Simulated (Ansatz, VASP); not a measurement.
## One calculation of Al2O, two programs

```
Al O
1.0
    -1.40880    1.40880    4.61527
     1.40880   -1.40880    4.61527
     1.40880    1.40880   -4.61527
Al O
2 1
Direct
  0.35299 0.35299 0.00000
  0.64701 0.64701 0.00000
  0.00000 0.00000 0.00000
```

Change from the starting cell: species swapped into the BeAu2 type (I4/mmm, No. 139).

Alike in both runs: functional PBE; k mesh 8 × 8 × 8; occupations gaussian, width 0.1 eV; no spin polarisation.

Ansatz relaxed the structure, and its values are those at the end. VASP's run is a single point on that final structure, the one shown.

```csv
,VASP,Ansatz
version,VASP 6.6.1,Ansatz 0.2.0
potentials or method,"VASP PAW PBE potentials, release 64 (Al, O), cutoff 520 eV","scalar-relativistic, plane waves, PAW"
valence electrons in the cell,12,12
```

|  | VASP | Ansatz | Ansatz less VASP |
| --- | --- | --- | --- |
| gap on the k mesh at the Fermi level (eV) | none | none | - |
| pressure (GPa) | 0.0 | 0.1 | +0.06 |
| rms of the force components (eV/Å) | 0.002 | 0.005 | +0.0024 |

A gap of «none» marks a metal or a gap that the smearing closes.

The k mesh is coarse, so the values compare programs but aren't converged.
